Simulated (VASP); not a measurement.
# Nb (Fm-3m) in VASP: a series of runs

The runs below take Nb through single point, with revPBE+D4, PBE.

Everything below comes from runs of VASP 6.6.1. Logs are shortened: lines on timing, memory, paths and dates and some standing lists are left out, and cuts for length are marked.

## (1) The cell of the first run

The structure is cubic, space group Fm-3m (No. 225). Conventional cell: a = 4.196 Å, b = 4.196 Å, c = 4.196 Å, α = 90.00°, β = 90.00°, γ = 90.00°. Nb (site symmetry m-3m) has 12 Nb at 2.97 Å within 3.9 Å.

This isn't the form of Nb at room conditions, which is bcc.

## (2) Single point, revPBE+D4

Contents of INCAR:

```
SYSTEM = Nb
  PREC = Accurate
  ENCUT = 520
  EDIFF = 1E-6
  ISMEAR = -1
  SIGMA = 0.05
  LREAL = .False.
  LASPH = .True.
  NELM = 80
  ALGO = Fast
  ISIF = 2
  LWAVE = .False.
  LCHARG = .False.
  GGA = RE
  IVDW = 13
  NBANDS = 12
```

Contents of KPOINTS:

```
Automatic mesh
0
Gamma
  11 11 11
  0 0 0
```

Contents of POSCAR:

```
Nb
1.0
    0.0000000000      2.0978755938      2.0978755938
    2.0978755938      0.0000000000      2.0978755938
    2.0978755938      2.0978755938      0.0000000000
Nb
1
Direct
    0.0000000000      0.0000000000      0.0000000000
```

Potentials or basis: VASP PAW PBE potentials, release 64 (Nb_sv).

Started as:

```
> cat potpaw_PBE.64/Nb_sv/POTCAR > POTCAR
> mpirun -np 1 vasp_std > vasp.out
```

OUTCAR:

```text
SYSTEM = Nb
   PREC = Accurate
   ENCUT = 520
   EDIFF = 1E-6
   ISMEAR = -1
   LREAL = .False.
   LASPH = .True.
   NELM = 80
   ISIF = 2
   GGA = RE
   IVDW = 13

 ion  position               nearest neighbor table
   1  0.000  0.000  0.000-

  LATTYP: Found a face centered cubic cell.
 ALAT       =     4.1957511876

  Lattice vectors:

 A1 = (   0.0000000000,   2.0978755938,   2.0978755938)
 A2 = (   2.0978755938,   0.0000000000,   2.0978755938)
 A3 = (   2.0978755938,   2.0978755938,   0.0000000000)

Analysis of symmetry for initial positions (statically):
=====================================================================
 Subroutine PRICEL returns:
 Original cell was already a primitive cell.

 Routine SETGRP: Setting up the symmetry group for a
 face centered cubic supercell.

 Subroutine GETGRP returns: Found 48 space group operations
 (whereof 48 operations were pure point group operations)
 out of a pool of 48 trial point group operations.

The static configuration has the point symmetry O_h .

Analysis of symmetry for dynamics (positions and initial velocities):
=====================================================================
 Subroutine PRICEL returns:
 Original cell was already a primitive cell.

 Routine SETGRP: Setting up the symmetry group for a
 face centered cubic supercell.

 Subroutine GETGRP returns: Found 48 space group operations
 (whereof 48 operations were pure point group operations)
 out of a pool of 48 trial point group operations.

The dynamic configuration has the point symmetry O_h .

 Subroutine INISYM returns: Found 48 space group operations
 (whereof 48 operations are pure point group operations),
 and found     1 'primitive' translations

----------------------------------------------------------------------------------------

                                     Primitive cell

  volume of cell :      18.4658

  direct lattice vectors                    reciprocal lattice vectors
     0.000000000  2.097875594  2.097875594    -0.238336344  0.238336344  0.238336344
     2.097875594  0.000000000  2.097875594     0.238336344 -0.238336344  0.238336344
     2.097875594  2.097875594  0.000000000     0.238336344  0.238336344 -0.238336344

  length of vectors
     2.966844117  2.966844117  2.966844117     0.412810658  0.412810658  0.412810658

  position of ions in fractional coordinates (direct lattice)
     0.000000000  0.000000000  0.000000000

  ion indices of the primitive-cell ions
   primitive index   ion index
                 1           1

----------------------------------------------------------------------------------------

 KPOINTS: Automatic mesh

Automatic generation of k-mesh.
 Grid dimensions read from file:
 generate k-points for:   11   11   11

 Generating k-lattice:

  Cartesian coordinates                     Fractional coordinates (reciprocal lattice)
    -0.021666940  0.021666940  0.021666940     0.090909091  0.000000000  0.000000000
     0.021666940 -0.021666940  0.021666940     0.000000000  0.090909091  0.000000000
     0.021666940  0.021666940 -0.021666940     0.000000000  0.000000000  0.090909091

  Length of vectors
     0.037528242  0.037528242  0.037528242

  Shift w.r.t. Gamma in fractional coordinates (k-lattice)
     0.000000000  0.000000000  0.000000000

 Subroutine IBZKPT returns following result:
 ===========================================

 Found     56 irreducible k-points:

 Following reciprocal coordinates:
            Coordinates               Weight
  0.000000  0.000000  0.000000      1.000000
  0.090909  0.000000  0.000000      8.000000
  0.181818  0.000000  0.000000      8.000000
  0.272727  0.000000  0.000000      8.000000
  0.363636  0.000000  0.000000      8.000000
  0.454545  0.000000  0.000000      8.000000
[... 16 lines left out ...]
 -0.272727  0.181818  0.000000     24.000000
 -0.181818  0.181818  0.000000     12.000000
 [... further k-points ...]
   k-points           NKPTS =     56   k-points in BZ     NKDIM =     56   number of bands    NBANDS=     12
   number of dos      NEDOS =    301   number of ions     NIONS =      1
   total plane-waves  NPLWV =  13824
   dimension x,y,z NGX =    24 NGY =   24 NGZ =   24
   dimension x,y,z NGXF=    48 NGYF=   48 NGZF=   48
   ions per type =               1
   NGX,Y,Z   is equivalent  to a cutoff of  13.45, 13.45, 13.45 a.u.
   NGXF,Y,Z  is equivalent  to a cutoff of  26.90, 26.90, 26.90 a.u.
 SYSTEM =  Nb
   PREC   = accura    normal or accurate (medium, high low for compatibility)
   ISTART =      0    job   : 0-new  1-cont  2-samecut
   ICHARG =      2    charge: 1-file 2-atom 10-const
   ISPIN  =      1    spin polarized calculation?
   LNONCOLLINEAR =      F non collinear calculations
   LSORBIT =      F    spin-orbit coupling
   LASPH  =      T    aspherical Exc in radial PAW
   ENCUT  =  520.0 eV  38.22 Ry    6.18 a.u.   5.52  5.52  5.52*2*pi/ulx,y,z
   NELM   =     80;   NELMIN=  2; NELMDL= -5     # of ELM steps
   EDIFF  = 0.1E-05   stopping-criterion for ELM
   LREAL  =      F    real-space projection
   EDIFFG = 0.1E-04   stopping-criterion for IOM
   NSW    =      0    number of steps for IOM
   IBRION =     -1    ionic relax: 0-MD 1-quasi-New 2-CG
   NFREE  =      0    steps in history (QN), initial steepest desc. (CG)
   ISIF   =      2    stress and relaxation
   ISYM   =      2    0-nonsym 1-usesym 2-fastsym
   POTIM  = 0.5000    time-step for ionic-motion
   TEBEG  =    0.0;   TEEND  =   0.0 temperature during run
   PSTRESS=    0.0 pullay stress
   NELECT =      13.0000    total number of electrons
   NUPDOWN=      -1.0000    fix difference up-down
   EMIN   =  10.00;   EMAX   =-10.00  energy-range for DOS
   EFERMI =   0.00;   METHOD = LEGACY
   ISMEAR =    -1;   SIGMA  =   0.05  broadening in eV -4-tet -1-fermi 0-gaus
   EFERMI_NEDOS =   21; number of points for ismear=-14 and -15
   IALGO  =     68    algorithm
   IMIX   =      4    mixing-type and parameters
     AMIX     =   0.40;   BMIX     =  1.00
     AMIX_MAG =   1.60;   BMIX_MAG =  1.00
  volume/ion in A,a.u.               =      18.47       124.61
  Fermi-wavevector in a.u.,A,eV,Ry     =   1.456352  2.752105 28.857410  2.120960
  Thomas-Fermi vector in A             =   2.573280
   LORBIT       =      0    0 simple, 1 ext, 2 COOP (PROOUT), +10 PAW based schemes
   GGA     = RE    functional components
   LHFCALC =     F    Hartree Fock is set to
   AEXX    =    0.0000 exact exchange contribution
   IVDW    =    13    specifies the selected vdW correction
   LEPSILON=     F    determine dielectric tensor
   LRPA    =     F    only Hartree local field effects (RPA)
 non-spin polarized calculation
 RMM-DIIS sequential band-by-band and
  energy-cutoff  :      520.00
  volume of cell :       18.47
 maximum number of plane-waves:       531
 NGX is ok and might be reduce to    24
   NGX = 11   NGY = 11   NGZ = 11

 number of electron      13.0000001 magnetization

 Free energy of the ion-electron system (eV)
  ---------------------------------------------------
  ext. energy  EPLUGINS =         0.00000000
  ---------------------------------------------------
  free energy    TOTEN  =        -9.49477099 eV

  energy without entropy =       -9.48342905  energy(sigma->0) =       -9.48910002

 E-fermi :  11.2723     XC(G=0): -12.3252

 val. band max:       11.2466513366   @ k =   0.3636   0.2727   0.0909
 cond. band min:      11.2730839574   @ k =  -0.1818   0.1818   0.0000
 fundamental gap:      0.0264326208
 Fermi energy:        11.2722566916

 k-point     1 :       0.0000    0.0000    0.0000
  band No.  band energies     occupation
      1     -43.5307      2.00000
      2     -18.8898      2.00000
      3     -18.8898      2.00000
      4     -18.8898      2.00000
      5       4.9911      2.00000
      6      11.3502      0.34745
      7      11.3502      0.34745
      8      11.3502      0.34745
      9      14.0068      0.00000
     10      14.0068      0.00000
     11      23.0711      0.00000
     12      27.9384      0.00000

 k-point     2 :       0.0909    0.0000    0.0000
  band No.  band energies     occupation
      1     -43.5146      2.00000
      2     -18.9955      2.00000
      3     -18.9029      2.00000
      4     -18.9029      2.00000
      5       5.3008      2.00000
      6      11.1157      1.91639
      7      11.4888      0.02599
      8      11.4888      0.02599
      9      13.8866      0.00000
     10      13.8866      0.00000
     11      23.6855      0.00000
     12      26.7792      0.00000

 k-point     3 :       0.1818    0.0000    0.0000
  band No.  band energies     occupation
      1     -43.4712      2.00000
      2     -19.2728      2.00000
      3     -18.9376      2.00000
      4     -18.9376      2.00000
      5       6.1136      2.00000
      6      10.6680      1.99999
      7      11.7344      0.00019
      8      11.7344      0.00019
      9      13.7846      0.00000
     10      13.7846      0.00000
     11      24.5053      0.00000
     12      25.7238      0.00000

 k-point     4 :       0.2727    0.0000    0.0000
  band No.  band energies     occupation
      1     -43.4138      2.00000
      2     -19.6235      2.00000
      3     -18.9827      2.00000
      4     -18.9827      2.00000
      5       7.0001      2.00000
      6      10.6068      2.00000
      7      11.6759      0.00062
      8      11.6759      0.00062
      9      14.2432      0.00000
     10      14.2432      0.00000
     11      23.2645      0.00000
     12      26.5516      0.00000

 k-point     5 :       0.3636    0.0000    0.0000
  band No.  band energies     occupation
      1     -43.3605      2.00000
      2     -19.9344      2.00000
      3     -19.0237      2.00000
      4     -19.0237      2.00000
      5       7.3671      2.00000
      6      11.3922      0.16637
      7      11.3923      0.16636
      8      11.4386      0.06933
      9      15.1521      0.00000
     10      15.1521      0.00000
     11      22.2987      0.00000
     12      25.0465      0.00000
[... 228 lines left out ...]
      1     -43.2991      2.00000
      2     -20.0153      2.00000
      3     -19.3020      2.00000
      4     -19.1232      2.00000
      5       8.2418      2.00000
      6       9.9483      2.00000
      7      11.4734      0.03515
      8      12.1008      0.00000
      9      15.8664      0.00000
     10      17.9180      0.00000
     11      21.2329      0.00000
     12      24.9303      0.00000

 k-point    22 :      -0.3636    0.1818    0.0000
  band No.  band energies     occupation
      1     -43.3097      2.00000
      2     -19.9574      2.00000
      3     -19.3286      2.00000
      4     -19.0803      2.00000
      5       8.3790      2.00000
      6      10.1521      2.00000
      7      11.1448      1.85497
      8      12.0617      0.00000
      9      14.8991      0.00000
     10      17.8464      0.00000
     11      22.2199      0.00000
     12      25.2194      0.00000

 k-point    23 :      -0.2727    0.1818    0.0000
  band No.  band energies     occupation
      1     -43.3455      2.00000
      2     -19.7930      2.00000
      3     -19.2909      2.00000
      4     -19.0233      2.00000
      5       8.3478      2.00000
      6      10.2404      2.00000
      7      10.6494      1.99999
      8      12.2493      0.00000
      9      13.7059      0.00000
     10      16.9643      0.00000
     11      23.8351      0.00000
     12      26.2507      0.00000

 k-point    24 :      -0.1818    0.1818    0.0000
  band No.  band energies     occupation
      1     -43.3946      2.00000
      2     -19.5893      2.00000
      3     -19.1812      2.00000
      4     -18.9702      2.00000
      5       7.6234      2.00000
      6      10.0160      2.00000
      7      11.2731      0.99173
      8      12.6451      0.00000
      9      12.6782      0.00000
     10      15.6892      0.00000
     11      24.6946      0.00000
     12      27.2981      0.00000

 [... further k-points ...]

------------------------ aborting loop because EDIFF is reached ----------------------------------------

  DFT-D4 for vdW energy calculation

  Edisp (eV):   -0.48441

  FORCE on cell =-STRESS in cart. coord.  units (eV):
  Direction    XX          YY          ZZ          XY          YZ          ZX
  --------------------------------------------------------------------------------------
  -------------------------------------------------------------------------------------
  Total      -0.04288    -0.04288    -0.04288     0.00000     0.00000     0.00000
  in kB      -3.72007    -3.72007    -3.72007     0.00000     0.00000     0.00000
  external pressure =       -3.72 kB  Pullay stress =        0.00 kB

 VOLUME and BASIS-vectors are now :
 -----------------------------------------------------------------------------
  energy-cutoff  :      520.00
  volume of cell :       18.47
      direct lattice vectors                 reciprocal lattice vectors
     0.000000000  2.097875594  2.097875594    -0.238336344  0.238336344  0.238336344
     2.097875594  0.000000000  2.097875594     0.238336344 -0.238336344  0.238336344
     2.097875594  2.097875594  0.000000000     0.238336344  0.238336344 -0.238336344

 POSITION                                       TOTAL-FORCE (eV/Angst)
 -----------------------------------------------------------------------------------
      0.00000      0.00000      0.00000        -0.000000      0.000000      0.000000
 -----------------------------------------------------------------------------------
    total drift:                                0.000000     -0.000000      0.000000

  FREE ENERGIE OF THE ION-ELECTRON SYSTEM (eV)
  ---------------------------------------------------
  free  energy   TOTEN  =        -9.9791817264 eV

  energy  without entropy=       -9.9678397894  energy(sigma->0) =       -9.97351076
```

It took 13 s on 1 thread of Intel Xeon Platinum 8375C at 2.90GHz (Ice Lake), shared host; peak memory 0.14 GiB.

What came out:

```yaml
Free_energy: -9.9792 eV
Pressure: -0.4 GPa
Band_gap_on_the_k_mesh: zero (an odd number of electrons rules out a gap without spin polarisation)
Dispersion_energy_per_atom: -0.484 eV
```

Levels at points of the mesh, in eV from the Fermi level:
```csv
k point,band 3,band 4,band 5,band 6,band 7,band 8,band 9,band 10
"(0.00, 0.00, 0.00)",-30.16,-30.16,-6.28,0.08,0.08,0.08,2.73,2.73
```

Caveat: the PAW data sets were made with another functional, which shifts forces and pressure a little.

## (3) Single point, PBE

This run uses another cell than the first one, of 18.92 Å³/atom.

Contents of INCAR:

```
  PREC = Accurate
  ENCUT = 520
  EDIFF = 1E-6
  ISMEAR = 0
  SIGMA = 0.025
  LREAL = False
  LASPH = True
  NELM = 80
  ALGO = Normal
  ISIF = 2
  LWAVE = False
  LCHARG = False
  GGA = PE
  NBANDS = 12
```

Contents of KPOINTS:

```
regular mesh
0
Gamma
  11 11 11
```

Contents of POSCAR:

```
Nb
1.0
    0.0000000000      2.1150000000      2.1150000000
    2.1150000000      0.0000000000      2.1150000000
    2.1150000000      2.1150000000      0.0000000000
Nb
1
Direct
    0.0000000000      0.0000000000      0.0000000000
```

Potentials or basis: VASP PAW PBE potentials, release 64 (Nb_sv).

Started as:

```
> cat potpaw_PBE.64/Nb_sv/POTCAR > POTCAR
> mpirun -np 1 vasp_std > vasp.out
```

Wall time 6.5 s (1 thread of Intel Xeon Platinum 8375C at 2.90GHz (Ice Lake), shared host); peak memory 0.14 GiB.

Results (log left out):

```yaml
Free_energy: -9.8938 eV
Pressure: -2.3 GPa
Band_gap_on_the_k_mesh: zero (an odd number of electrons rules out a gap without spin polarisation)
```

Levels at points of the mesh, in eV from the Fermi level:
```
           k point  band 4  band 5  band 6  band 7  band 8  band 9
(0.00, 0.00, 0.00)  -30.20   -6.21    0.11    0.11    0.11    2.68
```
